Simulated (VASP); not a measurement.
A run of VASP 6.6.1 is set up as follows.

File INCAR:

```
PREC = Accurate
ENCUT = 520
EDIFF = 1E-6
ISMEAR = 0
SIGMA = 0.02
LREAL = False
LASPH = True
NELM = 60
ALGO = Normal
ISIF = 2
LWAVE = False
LCHARG = False
GGA = PE
IVDW = 12
NBANDS = 22
```

KPOINTS

```
regular mesh
0
Gamma
  6 6 6
```

File POSCAR:

```
H3C2
1.0
    3.4097390264     -3.2861513206      0.1237411160
    3.4097390264      3.2861513206      0.1237411160
   -0.6090452614      0.0000000000      4.3957765915
H C
6 4
Direct
    0.2421191684      0.2421191684      0.5088432339
    0.7578808316      0.7578808316      0.4911567661
    0.2180082057      0.4885713391      0.2234439871
    0.5114286609      0.7819917943      0.7765560129
    0.7819917943      0.5114286609      0.7765560129
    0.4885713391      0.2180082057      0.2234439871
    0.0781664053      0.0781664053      0.0788559744
    0.9218335947      0.9218335947      0.9211440256
    0.2656230888      0.2656230888      0.2674074581
    0.7343769112      0.7343769112      0.7325925419
```

Potentials or basis: VASP PAW PBE potentials, release 64 (H, C).

The run is started by

```bash
$ cat potpaw_PBE.64/H/POTCAR potpaw_PBE.64/C/POTCAR > POTCAR
$ mpirun -np 1 vasp_std > vasp.out
```

Estimate the largest force.

0.075 eV/Å.

What does it give for the pressure?

-0.3 GPa.

Forces on the atoms (eV/Å):
```
H   -0.008  0.000  0.022
H    0.008  0.000 -0.022
H    0.015  0.020 -0.004
H   -0.015  0.020  0.004
H   -0.015 -0.020  0.004
H    0.015 -0.020 -0.004
C    0.060  0.000  0.045
C   -0.060  0.000 -0.045
C   -0.019  0.000 -0.014
C    0.019  0.000  0.014
```
